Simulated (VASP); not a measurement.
# NaH (P6_3/mmc) in VASP: further runs

NaH is run at these levels: PBE; tasks: single point.

Everything below comes from runs of VASP 6.6.1. Logs are shortened: lines on timing, memory, paths and dates and some standing lists are left out, and cuts for length are marked.

**1. The cell of the first run**

It takes space group P6_3/mmc (No. 194, hexagonal). Conventional cell: a = 3.345 Å, b = 3.345 Å, c = 5.883 Å, α = 90.00°, β = 90.00°, γ = 120.00°. Within 3.2 Å of Na (site symmetry -3m) lie 6 H at 2.43 Å and 2 Na at 2.94 Å. H (site symmetry -6m2) has 6 Na at 2.43 Å within 3.2 Å.

**2. Single point, PBE**

INCAR reads:

```
ALGO = Normal
EDIFF = 1E-6
ENCUT = 520
GGA = PE
ISIF = 2
ISMEAR = 0
LASPH = T
LCHARG = T
LELF = T
LREAL = F
LVHAR = T
LWAVE = F
NBANDS = 16
NELM = 60
PREC = Accurate
SIGMA = 0.02
```

KPOINTS reads:

```
k-points
0
Gamma
  9 9 6
```

POSCAR reads:

```
NaH
1.0
    3.3446084159      0.0000000000      0.0000000000
   -1.6723042080      2.8965158539      0.0000000000
    0.0000000000      0.0000000000      5.8833830713
Na H
2 2
Direct
    0.0000000000      0.0000000000      0.0000000000
    0.0000000000      0.0000000000      0.5000000000
    0.3333333333      0.6666666667      0.2500000000
    0.6666666667      0.3333333333      0.7500000000
```

Potentials or basis: VASP PAW PBE potentials, release 64 (Na_pv, H).

On the command line:

```bash
$ cat potpaw_PBE.64/Na_pv/POTCAR potpaw_PBE.64/H/POTCAR > POTCAR
$ mpirun -np 1 vasp_std > vasp.out
```

OUTCAR:

```text
EDIFF = 1E-6
   ENCUT = 520
   GGA = PE
   ISIF = 2
   ISMEAR = 0
   LASPH = T
   LREAL = F
   NELM = 60
   PREC = Accurate

 ion  position               nearest neighbor table
   1  0.000  0.000  0.000-
   2  0.000  0.000  0.500-
   3  0.333  0.667  0.250-
   4  0.667  0.333  0.750-

  LATTYP: Found a hexagonal cell.
 ALAT       =     3.3446084159
 C/A-ratio  =     1.7590648410

  Lattice vectors:

 A1 = (   3.3446084159,   0.0000000000,   0.0000000000)
 A2 = (  -1.6723042080,   2.8965158539,   0.0000000000)
 A3 = (   0.0000000000,   0.0000000000,   5.8833830713)

Analysis of symmetry for initial positions (statically):
=====================================================================
 Subroutine PRICEL returns:
 Original cell was already a primitive cell.

 Routine SETGRP: Setting up the symmetry group for a
 hexagonal supercell.

 Subroutine GETGRP returns: Found 24 space group operations
 (whereof 12 operations were pure point group operations)
 out of a pool of 24 trial point group operations.

The static configuration has the point symmetry D_3d.
 The point group associated with its full space group is D_6h.

Analysis of symmetry for dynamics (positions and initial velocities):
=====================================================================
 Subroutine PRICEL returns:
 Original cell was already a primitive cell.

 Routine SETGRP: Setting up the symmetry group for a
 hexagonal supercell.

 Subroutine GETGRP returns: Found 24 space group operations
 (whereof 12 operations were pure point group operations)
 out of a pool of 24 trial point group operations.

The dynamic configuration has the point symmetry D_3d.
 The point group associated with its full space group is D_6h.

 Subroutine INISYM returns: Found 24 space group operations
 (whereof 12 operations are pure point group operations),
 and found     1 'primitive' translations

----------------------------------------------------------------------------------------

                                     Primitive cell

  volume of cell :      56.9965

  direct lattice vectors                    reciprocal lattice vectors
     3.344608416  0.000000000  0.000000000     0.298988663  0.172621185  0.000000000
    -1.672304208  2.896515854  0.000000000     0.000000000  0.345242371  0.000000000
     0.000000000  0.000000000  5.883383071     0.000000000  0.000000000  0.169970234

  length of vectors
     3.344608416  3.344608416  5.883383071     0.345242371  0.345242371  0.169970234

  position of ions in fractional coordinates (direct lattice)
     0.000000000  0.000000000  0.000000000
     0.000000000  0.000000000  0.500000000
     0.333333333  0.666666667  0.250000000
     0.666666667  0.333333333  0.750000000

  ion indices of the primitive-cell ions
   primitive index   ion index
                 1           1
                 2           2
                 3           3
                 4           4

----------------------------------------------------------------------------------------

 KPOINTS: k-points

Automatic generation of k-mesh.
 Grid dimensions read from file:
 generate k-points for:    9    9    6

 Generating k-lattice:

  Cartesian coordinates                     Fractional coordinates (reciprocal lattice)
     0.033220963  0.019180132  0.000000000     0.111111111 -0.000000000  0.000000000
     0.000000000  0.038360263  0.000000000     0.000000000  0.111111111  0.000000000
     0.000000000  0.000000000  0.028328372     0.000000000  0.000000000  0.166666667

  Length of vectors
     0.038360263  0.038360263  0.028328372

  Shift w.r.t. Gamma in fractional coordinates (k-lattice)
     0.000000000  0.000000000  0.000000000

 Subroutine IBZKPT returns following result:
 ===========================================

 Found     48 irreducible k-points:

 Following reciprocal coordinates:
            Coordinates               Weight
  0.000000  0.000000  0.000000      1.000000
  0.111111  0.000000  0.000000      6.000000
  0.222222  0.000000  0.000000      6.000000
  0.333333  0.000000  0.000000      6.000000
  0.444444  0.000000  0.000000      6.000000
  0.111111  0.111111  0.000000      6.000000
[... 16 lines left out ...]
  0.333333  0.222222  0.166667     24.000000
  0.333333  0.333333  0.166667      4.000000
 [... further k-points ...]
   k-points           NKPTS =     48   k-points in BZ     NKDIM =     48   number of bands    NBANDS=     16
   number of dos      NEDOS =    301   number of ions     NIONS =      4
   total plane-waves  NPLWV =  37632
   dimension x,y,z NGX =    28 NGY =   28 NGZ =   48
   dimension x,y,z NGXF=    56 NGYF=   56 NGZF=   96
   ions per type =               2   2
   NGX,Y,Z   is equivalent  to a cutoff of  13.92, 13.92, 13.56 a.u.
   NGXF,Y,Z  is equivalent  to a cutoff of  27.84, 27.84, 27.13 a.u.
 SYSTEM =  unknown system
   PREC   = accura    normal or accurate (medium, high low for compatibility)
   ISTART =      0    job   : 0-new  1-cont  2-samecut
   ICHARG =      2    charge: 1-file 2-atom 10-const
   ISPIN  =      1    spin polarized calculation?
   LNONCOLLINEAR =      F non collinear calculations
   LSORBIT =      F    spin-orbit coupling
   LASPH  =      T    aspherical Exc in radial PAW
   ENCUT  =  520.0 eV  38.22 Ry    6.18 a.u.   6.22  6.22 10.94*2*pi/ulx,y,z
   NELM   =     60;   NELMIN=  2; NELMDL= -5     # of ELM steps
   EDIFF  = 0.1E-05   stopping-criterion for ELM
   LREAL  =      F    real-space projection
   EDIFFG = 0.1E-04   stopping-criterion for IOM
   NSW    =      0    number of steps for IOM
   IBRION =     -1    ionic relax: 0-MD 1-quasi-New 2-CG
   NFREE  =      0    steps in history (QN), initial steepest desc. (CG)
   ISIF   =      2    stress and relaxation
   ISYM   =      2    0-nonsym 1-usesym 2-fastsym
   POTIM  = 0.5000    time-step for ionic-motion
   TEBEG  =    0.0;   TEEND  =   0.0 temperature during run
   PSTRESS=    0.0 pullay stress
   NELECT =      16.0000    total number of electrons
   NUPDOWN=      -1.0000    fix difference up-down
   EMIN   =  10.00;   EMAX   =-10.00  energy-range for DOS
   EFERMI =   0.00;   METHOD = LEGACY
   ISMEAR =     0;   SIGMA  =   0.02  broadening in eV -4-tet -1-fermi 0-gaus
   EFERMI_NEDOS =   21; number of points for ismear=-14 and -15
   IALGO  =     38    algorithm
   IMIX   =      4    mixing-type and parameters
     AMIX     =   0.40;   BMIX     =  1.00
     AMIX_MAG =   1.60;   BMIX_MAG =  1.00
  volume/ion in A,a.u.               =      14.25        96.16
  Fermi-wavevector in a.u.,A,eV,Ry     =   1.071927  2.025649 15.633481  1.149028
  Thomas-Fermi vector in A             =   2.207682
   LORBIT       =      0    0 simple, 1 ext, 2 COOP (PROOUT), +10 PAW based schemes
   GGA     = PE    functional components
   LHFCALC =     F    Hartree Fock is set to
   AEXX    =    0.0000 exact exchange contribution
   IVDW    =     0    specifies the selected vdW correction
   LEPSILON=     F    determine dielectric tensor
   LRPA    =     F    only Hartree local field effects (RPA)
 non-spin polarized calculation
 Gauss-broadening in eV      SIGMA  =   0.02
  energy-cutoff  :      520.00
  volume of cell :       57.00
 maximum number of plane-waves:      1569
 NGX is ok and might be reduce to    28

 number of electron      16.0000001 magnetization

 Free energy of the ion-electron system (eV)
  ---------------------------------------------------
  ext. energy  EPLUGINS =         0.00000000
  ---------------------------------------------------
  free energy    TOTEN  =        -9.99837308 eV

  energy without entropy =       -9.99837308  energy(sigma->0) =       -9.99837308

 E-fermi :  -1.0406     XC(G=0):  -7.7311

 val. band max:       -1.1530052452   @ k =   0.3333   0.2222   0.0000
 cond. band min:       2.2190588461   @ k =   0.0000   0.0000   0.0000
 fundamental gap:      3.3720640913
 Fermi energy:        -1.0406484799

 k-point     1 :       0.0000    0.0000    0.0000
  band No.  band energies     occupation
      1     -23.5546      2.00000
      2     -23.4084      2.00000
      3     -23.4084      2.00000
      4     -23.3907      2.00000
      5     -23.3907      2.00000
      6     -23.3724      2.00000
[... 8 lines left out ...]
     15      13.7275      0.00000
     16      14.8600      0.00000

 k-point     2 :       0.1111    0.0000    0.0000
  band No.  band energies     occupation
      1     -23.5522      2.00000
      2     -23.4189      2.00000
      3     -23.4107      2.00000
      4     -23.3998      2.00000
      5     -23.3928      2.00000
      6     -23.3714      2.00000
[... 8 lines left out ...]
     15      13.6308      0.00000
     16      14.5130      0.00000

 k-point     3 :       0.2222    0.0000    0.0000
  band No.  band energies     occupation
      1     -23.5462      2.00000
      2     -23.4453      2.00000
      3     -23.4227      2.00000
      4     -23.4166      2.00000
      5     -23.3981      2.00000
      6     -23.3689      2.00000
[... 8 lines left out ...]
     15      12.4143      0.00000
     16      13.7318      0.00000

 k-point     4 :       0.3333    0.0000    0.0000
  band No.  band energies     occupation
      1     -23.5393      2.00000
      2     -23.4751      2.00000
      3     -23.4487      2.00000
      4     -23.4233      2.00000
      5     -23.4042      2.00000
      6     -23.3661      2.00000
[... 8 lines left out ...]
     15      11.3316      0.00000
     16      12.8983      0.00000

 k-point     5 :       0.4444    0.0000    0.0000
  band No.  band energies     occupation
      1     -23.5348      2.00000
      2     -23.4943      2.00000
      3     -23.4655      2.00000
      4     -23.4276      2.00000
      5     -23.4081      2.00000
      6     -23.3643      2.00000
[... 8 lines left out ...]
     15      10.9585      0.00000
     16      12.4729      0.00000

 k-point     6 :       0.1111    0.1111    0.0000
  band No.  band energies     occupation
      1     -23.5480      2.00000
      2     -23.4364      2.00000
      3     -23.4158      2.00000
      4     -23.4150      2.00000
      5     -23.3973      2.00000
      6     -23.3697      2.00000
[... 8 lines left out ...]
     15      12.9690      0.00000
     16      14.4325      0.00000

 k-point     7 :       0.2222    0.1111    0.0000
  band No.  band energies     occupation
      1     -23.5415      2.00000
      2     -23.4623      2.00000
      3     -23.4375      2.00000
      4     -23.4242      2.00000
      5     -23.4049      2.00000
      6     -23.3670      2.00000
[... 8 lines left out ...]
     15      13.0720      0.00000
     16      14.0267      0.00000

 k-point     8 :       0.3333    0.1111    0.0000
  band No.  band energies     occupation
      1     -23.5358      2.00000
      2     -23.4846      2.00000
      3     -23.4571      2.00000
      4     -23.4318      2.00000
      5     -23.4117      2.00000
      6     -23.3647      2.00000
[... 8 lines left out ...]
     15      12.7895      0.00000
     16      13.9339      0.00000

 k-point     9 :       0.4444    0.1111    0.0000
  band No.  band energies     occupation
      1     -23.5336      2.00000
      2     -23.4934      2.00000
      3     -23.4648      2.00000
      4     -23.4348      2.00000
      5     -23.4144      2.00000
      6     -23.3638      2.00000
[... 8 lines left out ...]
     15      12.6353      0.00000
     16      13.9239      0.00000
[... 172 lines left out ...]
 k-point    19 :       0.2222    0.1111    0.1667
  band No.  band energies     occupation
      1     -23.5300      2.00000
      2     -23.4606      2.00000
      3     -23.4391      2.00000
      4     -23.4229      2.00000
      5     -23.4062      2.00000
      6     -23.3788      2.00000
[... 8 lines left out ...]
     15      12.1202      0.00000
     16      13.7113      0.00000

 k-point    20 :       0.3333    0.1111    0.1667
  band No.  band energies     occupation
      1     -23.5245      2.00000
      2     -23.4828      2.00000
      3     -23.4589      2.00000
      4     -23.4304      2.00000
      5     -23.4130      2.00000
      6     -23.3763      2.00000
[... 8 lines left out ...]
     15      12.5935      0.00000
     16      13.1810      0.00000

 k-point    21 :       0.4444    0.1111    0.1667
  band No.  band energies     occupation
      1     -23.5224      2.00000
      2     -23.4915      2.00000
      3     -23.4667      2.00000
      4     -23.4334      2.00000
      5     -23.4157      2.00000
      6     -23.3753      2.00000
[... 8 lines left out ...]
     15      12.7131      0.00000
     16      13.1537      0.00000

 k-point    22 :       0.2222    0.2222    0.1667
  band No.  band energies     occupation
      1     -23.5249      2.00000
      2     -23.4746      2.00000
      3     -23.4517      2.00000
      4     -23.4365      2.00000
      5     -23.4183      2.00000
      6     -23.3765      2.00000
[... 8 lines left out ...]
     15      12.8016      0.00000
     16      13.4726      0.00000

 k-point    23 :       0.3333    0.2222    0.1667
  band No.  band energies     occupation
      1     -23.5216      2.00000
      2     -23.4811      2.00000
      3     -23.4576      2.00000
      4     -23.4479      2.00000
      5     -23.4285      2.00000
      6     -23.3749      2.00000
[... 8 lines left out ...]
     15      12.6515      0.00000
     16      13.7996      0.00000

 k-point    24 :       0.3333    0.3333    0.1667
  band No.  band energies     occupation
      1     -23.5204      2.00000
      2     -23.4676      2.00000
      3     -23.4676      2.00000
      4     -23.4459      2.00000
      5     -23.4459      2.00000
      6     -23.3744      2.00000
[... 8 lines left out ...]
     15      11.9312      0.00000
     16      14.8651      0.00000

 [... further k-points ...]
[... 5 lines left out ...]
  --------------------------------------------------------------------------------------
  -------------------------------------------------------------------------------------
  Total       -0.0117693     -0.0117693      0.0038600      0.0000000      0.0000000      0.0000000
  in kB       -0.3308375     -0.3308375      0.1085048      0.0000000      0.0000000      0.0000000
  external PRESSURE =      -0.1843900 kB  Pullay stress =       0.0000000 kB

 VOLUME and BASIS-vectors are now :
 -----------------------------------------------------------------------------
  energy-cutoff  :      520.00
  volume of cell :       57.00
      direct lattice vectors                 reciprocal lattice vectors
     3.344608416  0.000000000  0.000000000     0.298988663  0.172621185  0.000000000
    -1.672304208  2.896515854  0.000000000     0.000000000  0.345242371  0.000000000
     0.000000000  0.000000000  5.883383071     0.000000000  0.000000000  0.169970234

 POSITION                                       TOTAL-FORCE (eV/Angst)
 -----------------------------------------------------------------------------------
      0.00000      0.00000      0.00000         0.000000      0.000000      0.000000
      0.00000      0.00000      2.94169         0.000000      0.000000      0.000000
     -0.00000      1.93101      1.47085        -0.000000     -0.000000      0.000000
      1.67230      0.96551      4.41254         0.000000      0.000000     -0.000000
 -----------------------------------------------------------------------------------
    total drift:                               -0.000000      0.000000      0.000000

  FREE ENERGIE OF THE ION-ELECTRON SYSTEM (eV)
  ---------------------------------------------------
  free  energy   TOTEN  =        -9.9983730844 eV

  energy  without entropy=       -9.9983730844  energy(sigma->0) =       -9.99837308
```

It took 82 s on 1 thread of AMD EPYC 7R43 (Zen 3), shared host; peak memory 0.16 GiB.

What came out:

```
Free energy            : -9.9984 eV
Pressure               : 0.0 GPa
Band gap on the k mesh : 3.37 eV, indirect (least direct gap 4.50 eV)
```

A k mesh can miss the band edges. As with any semilocal functional, this PBE gap is likely too small.

**3. Single point, PBE**

This run uses another cell than the first one, of 14.29 Å³/atom, 1.003 times its volume.

INCAR reads:

```
PREC     = Accurate       # precision mode
ENCUT    = 520            # plane-wave cutoff, eV
EDIFF    = 1E-6           # SCF threshold, eV
ISMEAR   = 0              # smearing method
SIGMA    = 0.02           # smearing width, eV
LREAL    = False          # projectors in reciprocal space
LASPH    = True           # aspherical terms in the spheres
NELM     = 80             # most SCF steps
ALGO     = Normal         # electronic algorithm
ISIF     = 2              # what is computed and relaxed
LWAVE    = False          # write WAVECAR
LCHARG   = True           # write CHGCAR
GGA      = PE             # functional
LELF     = True           # ELF
LVHAR    = True         
NBANDS   = 16             # bands
```

KPOINTS reads:

```
regular mesh
0
Gamma
  9 9 6
```

POSCAR reads:

```
NaH
1.0
    3.3458500070      0.0000000000      0.0000000000
   -1.6729250035      2.8975911033      0.0000000000
    0.0000000000      0.0000000000      5.8951804495
Na H
2 2
Direct
    0.0000000000      0.0000000000      0.0000000000
    0.3333333333      0.6666666667      0.5000000000
    0.6666666667      0.3333333333      0.2500000000
    0.6666666667      0.3333333333      0.7500000000
```

Potentials or basis: VASP PAW PBE potentials, release 64 (Na_pv, H).

On the command line:

```bash
$ cat potpaw_PBE.64/Na_pv/POTCAR potpaw_PBE.64/H/POTCAR > POTCAR
$ mpirun -np 1 vasp_std > vasp.out
```

Wall time 52 s (1 thread of AMD EPYC 7R43 (Zen 3), shared host); peak memory 0.15 GiB.

The run converged. Its results:

| Item | Value |
| --- | --- |
| Free energy | -9.9596 eV |
| Pressure | 0.0 GPa |
| Band gap on the k mesh | 2.46 eV, indirect (least direct gap 2.84 eV) |

Levels at points of the mesh, in eV from the valence-band top:
```tsv
k point	band 4	band 5	band 6	band 7	band 8	band 9	band 10	band 11	band 12	band 13
(0.00, 0.00, 0.00)	-23.04	-23.04	-23.02	-4.42	-1.90	2.46	8.65	11.67	13.09	13.09
(0.00, 0.00, 0.50)	-23.05	-23.05	-23.05	-3.48	-3.48	5.71	5.71	10.88	10.88	13.90
```

**4. Single point, PBE**

This run uses another cell than the first one: it holds 8 atoms, not 4.

INCAR reads:

```
SYSTEM = NaH
ALGO = Normal
EDIFF = 1E-7
ENCUT = 520
GGA = PE
ISIF = 2
ISMEAR = 0
LASPH = .True.
LCHARG = .False.
LREAL = .False.
LWAVE = .False.
NBANDS = 26
NELM = 100
PREC = Accurate
SIGMA = 0.02
```

KPOINTS reads:

```
k-points
0
Gamma
  9 9 3
  0 0 0
```

POSCAR reads:

```
NaH
1.0
    3.3785950850      0.0000000000      0.0000000000
   -1.6892975425      2.9259491727      0.0000000000
    0.0000000000      0.0000000000     11.4917384681
Na H
4 4
Direct
    0.0000000000      0.0000000000      0.0000000000
    0.3333333333      0.6666666667      0.2500000000
    0.0000000000      0.0000000000      0.5000000000
    0.6666666667      0.3333333333      0.7500000000
    0.6666666667      0.3333333333      0.1215854046
    0.6666666667      0.3333333333      0.3784145954
    0.3333333333      0.6666666667      0.6215854046
    0.3333333333      0.6666666667      0.8784145954
```

On the command line:

```bash
$ cat potpaw_PBE.64/Na_pv/POTCAR potpaw_PBE.64/H/POTCAR > POTCAR
$ mpirun -np 1 vasp_std > vasp.out
```

Run time: 2.5 min. Hardware: 1 thread of AMD EPYC 7R43 (Zen 3), shared host; peak memory 0.21 GiB.

Results (log left out):

```
Free energy            : -20.1313 eV
Pressure               : 0.0 GPa
Band gap on the k mesh : 3.19 eV, indirect (least direct gap 3.55 eV)
```

Levels at points of the mesh, in eV from the valence-band top:
| k point | band 13 | band 14 | band 15 | band 16 | band 17 | band 18 | band 19 | band 20 |
| --- | --- | --- | --- | --- | --- | --- | --- | --- |
| (0.00, 0.00, 0.00) | -3.91 | -2.94 | -2.92 | -1.28 | 3.19 | 6.26 | 6.85 | 9.57 |

A k mesh can miss the band edges. Expect the measured gap to be larger: semilocal functionals such as PBE lack the derivative discontinuity.

**5. Summary**

```csv
cell,k mesh,gap on the mesh (eV),pressure (GPa)
"a = 3.345, b = 3.345, c = 5.883 Å, angles 90.0, 90.0, 120.0°, 4 atoms",9 × 9 × 6,3.37,0.0
"a = 3.346, b = 3.346, c = 5.895 Å, angles 90.0, 90.0, 120.0°, 4 atoms",9 × 9 × 6,2.46,0.0
"a = 3.379, b = 3.379, c = 11.492 Å, angles 90.0, 90.0, 120.0°, 8 atoms",9 × 9 × 3,3.19,0.0
```

Alike in all rows: task single point; level PBE; potentials or basis VASP PAW PBE potentials, release 64 (Na_pv, H); no spin polarisation; cutoff (eV) 520; smearing gaussian 0.02 eV.

Absolute energies hang on the potentials; compare differences alone.
